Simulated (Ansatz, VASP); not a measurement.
## Two plane-wave programs on ZrSn7O16

```
Zr Sn O
1.0
    -4.73800    4.73800    3.18650
     4.73800   -4.73800    3.18650
     4.73800    4.73800   -3.18650
Zr Sn O
1 7 16
Direct
  0.00000 0.00000 0.00000
  0.50000 0.50000 0.00000
  0.50000 0.00000 0.50000
  0.00000 0.50000 0.50000
  0.50000 0.50000 0.50000
  0.00000 0.00000 0.50000
  0.00000 0.50000 0.00000
  0.50000 0.00000 0.00000
  0.15405 0.15405 0.30810
  0.65180 0.65180 0.30360
  0.65459 0.15029 0.80489
  0.15029 0.65459 0.80489
  0.65257 0.34743 0.50000
  0.15257 0.84743 0.50000
  0.15388 0.34999 0.00000
  0.65001 0.84612 0.00000
  0.34820 0.34820 0.69640
  0.84595 0.84595 0.69190
  0.84971 0.34541 0.19511
  0.34541 0.84971 0.19511
  0.34743 0.65257 0.50000
  0.84743 0.15257 0.50000
  0.84612 0.65001 0.00000
  0.34999 0.15388 0.00000
```

Alike in both runs: functional PBE; k mesh 4 × 4 × 4; occupations fermi-dirac, width 0.01 eV; no spin polarisation.

Ansatz relaxed the structure, and its values are those at the end. VASP's run is a single point on that final structure, the one shown.

```csv
,VASP,Ansatz
version,VASP 6.6.1,Ansatz 0.2.0
potentials or method,"VASP PAW PBE potentials, release 64 (Zr_sv, Sn_d, O)","plane-wave PAW, scalar-relativistic"
plane-wave cutoff (eV),520,420
valence electrons in the cell,206,206
```

|  | VASP | Ansatz | Ansatz less VASP |
| --- | --- | --- | --- |
| gap on the k mesh at the Fermi level (eV) | 1.81 | 1.82 | +0.009 |
| pressure (GPa) | 12.9 | 12.3 | -0.66 |
| rms of the force components (eV/Å) | 0.005 | 0.006 | +0.0008 |

Ansatz's warnings: stress scf threshold loose.
